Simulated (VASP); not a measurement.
BN (d4), 4 atoms in the cell. It takes space group P6_3/mmc (No. 194, hexagonal). Conventional cell: a = 2.507 Å, b = 2.507 Å, c = 6.552 Å, α = 90.00°, β = 90.00°, γ = 120.00°. B (site symmetry -6m2) has 3 N at 1.45 Å within 1.9 Å. Within 1.9 Å of N (site symmetry -6m2) lie 3 B at 1.45 Å. 

| Quantity | Value |
| --- | --- |
| Program | VASP 6.6.1 |
| Task | phonons |
| Functional | PBE |
| Dispersion | D4 |
| Potentials or basis | VASP PAW PBE potentials, release 64 (B, N) |
| Cutoff | 520 eV |
| k mesh | 12 × 12 × 4 |
| Occupations | gaussian, width 0.01 eV |
| Spin | no spin polarisation |
| Dipole correction | no |
| Further INCAR settings | ALGO = Normal; EDIFF = 1e-08; NBANDS = 16; IBRION = 6; POTIM = 0.015; NSW = 1 |

Potentials or basis: VASP PAW PBE potentials, release 64 (B, N).

The run is started by

```bash
$ cat potpaw_PBE.64/B/POTCAR potpaw_PBE.64/N/POTCAR > POTCAR
$ mpirun -np 1 vasp_std > vasp.out
```

Hardware: 1 thread of Intel(R) Xeon(R) Platinum 8559C (Emerald Rapids), with other jobs on the host.

**Question.** How long does it take, and how much memory?

**Answer.** Wall time 4.6 min on 1 thread of Intel(R) Xeon(R) Platinum 8559C (Emerald Rapids) (shared host), peak memory 0.32 GiB. Counts: scf iterations 85, k points 57.
